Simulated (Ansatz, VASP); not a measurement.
Ni: VASP beside Ansatz

```
CELL_PARAMETERS angstrom
0.00000 1.77755 1.77755
1.77755 0.00000 1.77755
1.77755 1.77755 0.00000
ATOMIC_POSITIONS crystal
Ni 0.00000 0.00000 0.00000
```

Alike in both runs: task single point; functional PBEsol; k mesh 14 × 14 × 14; occupations gaussian, width 0.05 eV; collinear spin.

```csv
,VASP,Ansatz
version,VASP 6.6.1,Ansatz 0.2.0
potentials or method,"VASP PAW PBE potentials, release 64 (Ni), cutoff 600 eV","PAW, plane waves, scalar-relativistic"
valence electrons in the cell,10,18
```

```csv
,VASP,Ansatz,Ansatz less VASP
pressure (GPa),-14.9,-14.8,+0.16
net moment per atom (μB),0.62,0.68,+0.061
size of the moment on the site where the two differ most (μB),0.63,0.72,+0.088
```

VASP's potentials were made for PBE, not for PBEsol. Site moments also hang on the region over which each program counts them. VASP's potentials hold 10 valence electrons a cell and Ansatz's 18, so a difference there can come from the potentials and not from the codes.
